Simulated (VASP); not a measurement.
Input of a VASP 6.6.1 run:

INCAR

```
SYSTEM = Ga2As5
PREC = Accurate ; ENCUT = 520
EDIFF = 1E-7 ; ISMEAR = 0
SIGMA = 0.2 ; LREAL = .FALSE.
LASPH = .TRUE. ; NELM = 60
ALGO = Normal ; ISIF = 2
LWAVE = .FALSE. ; LCHARG = .TRUE.
GGA = PE ; LELF = .TRUE.
LVHAR = .TRUE. ; NBANDS = 64
```

Contents of KPOINTS:

```
regular mesh
0
G
  5 5 1
  0 0 0
```

File POSCAR:

```
Ga2As5
1.0
    3.9339618023      0.0000000000      0.0000000000
   -1.9669809011      3.4069108583      0.0000000000
    0.0000000000      0.0000000000     25.0152397718
Ga As
4 10
Direct
    0.0000000000      0.0000000000      0.8811290192
    0.3333333333      0.6666666667      0.7455539712
    0.3333333333      0.6666666667      0.1508943583
    0.6666666667      0.3333333333      0.0160775344
    0.6666666667      0.3333333333      0.5444012657
    0.3333333333      0.6666666667      0.5946752768
    0.3333333333      0.6666666667      0.8458807902
    0.6666666667      0.3333333333      0.7043816101
    0.0000000000      0.0000000000      0.9813369030
    0.6666666667      0.3333333333      0.1163912509
    0.3333333333      0.6666666667      0.2521260239
    0.0000000000      0.0000000000      0.2990003388
    0.3333333333      0.6666666667      0.4089979744
    0.0000000000      0.0000000000      0.4591536831
```

Potentials or basis: VASP PAW PBE potentials, release 64 (Ga_d, As).

The run is started by

```sh
$ cat potpaw_PBE.64/Ga_d/POTCAR potpaw_PBE.64/As/POTCAR > POTCAR
$ mpirun -np 1 vasp_std > vasp.out
```

(1) What does it give for the band gap on the k mesh?

(2) Predict the pressure.

## Answers

(1) zero (bands 51 and 52 overlap by 0.68 eV).

(2) 0.2 GPa.

Caveat: the k points lie up to 0.37 Å⁻¹ apart, too coarse for converged energies and pressures of a metal; semilocal functionals underestimate gaps, so a narrow gap can read as zero.
